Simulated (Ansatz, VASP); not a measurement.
Se in VASP and in Ansatz

File INCAR:

```
ALGO = Normal ; EDIFF = 1E-6
ENCUT = 520 ; ISIF = 2
ISMEAR = 0 ; LASPH = T
LCHARG = F ; LREAL = F
LWAVE = F ; NBANDS = 9
NELM = 80 ; PREC = Accurate
SIGMA = 0.15
```

KPOINTS

```
k-points
0
Gamma
  16 16 16
```

POSCAR

```
Se
1.0
    2.8105630200      0.0000000000      0.0000000000
    0.0000000000      2.8105630200      0.0000000000
    0.0000000000      0.0000000000      2.8808270955
Se
1
Direct
    0.0000000000      0.0000000000      0.0000000000
```

Input for Ansatz:

```yaml
crystal:
  lattice:
    - [2.81056302, 0.0, 0.0]
    - [0.0, 2.81056302, 0.0]
    - [0.0, 0.0, 2.8808270955]
  atoms:
    - { symbol: Se, position: [0.0, 0.0, 0.0] }
basis:
  ecutwfc: 420
kpoints:
  mp_grid: { grid: [16, 16, 16] }
hamiltonian:
  xc: lda
scf:
  occupations: { method: gaussian, width: 0.15 }
output:
  forces: true
  stress: true
  eigenvalues: true
```

Change from the starting cell: strain +0.0250 x Voigt [0, 0, 1, 0, 0, 0], atoms carried along.

Alike in both runs: task single point; functional LDA; k mesh 16 × 16 × 16; occupations gaussian, width 0.15 eV; no spin polarisation.

```csv
,VASP,Ansatz
version,VASP 6.6.1,Ansatz 0.2.0
potentials or method,"VASP PAW LDA potentials, release 64 (Se), cutoff 520 eV","scalar-relativistic, plane waves, PAW"
valence electrons in the cell,6,16
```

```csv
,VASP,Ansatz,Ansatz less VASP
gap on the k mesh at the Fermi level (eV),none,none,-
pressure (GPa),-4.9,-5.0,-0.11
"traceless stress, the component that is largest in VASP (GPa)",-0.81,-0.79,+0.013
```

LDA's correlation is that of Perdew and Zunger in VASP and of Perdew and Wang (1992) in Ansatz. A gap of «none» marks a metal or a gap that the smearing closes. VASP's potentials hold 6 valence electrons a cell and Ansatz's 16, so a difference there can come from the potentials and not from the codes.
